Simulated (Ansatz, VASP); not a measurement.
# GaN in VASP and in Ansatz

```xyz
2
Lattice="0.0000 2.2384 2.2384 2.2384 0.0000 2.2384 2.2384 2.2384 0.0000" Properties=species:S:1:pos:R:3 pbc="T T T"
Ga    0.0000    0.0000    0.0000
N     1.1192    1.1192    1.1192
```

Alike in both runs: task single point; functional r2SCAN; dispersion D3(BJ); k mesh 10 × 10 × 10; occupations fermi-dirac, width 0.05 eV; no spin polarisation.

|  | VASP | Ansatz |
| --- | --- | --- |
| version | VASP 6.6.1 | Ansatz 0.2.0 |
| potentials or method | VASP PAW PBE potentials, release 64 (Ga_d, N_h) | Ansatz PAW |
| plane-wave cutoff (eV) | 1460 | 500 |
| valence electrons in the cell | 18 | 18 |

```tsv
	VASP	Ansatz	Ansatz less VASP
gap on the k mesh at the Fermi level (eV)	2.25	2.26	+0.010
least direct gap on the mesh (eV)	2.25	2.26	+0.010
pressure (GPa)	2.3	1.1	-1.16
```

VASP's potentials were made for PBE, not for r2SCAN.
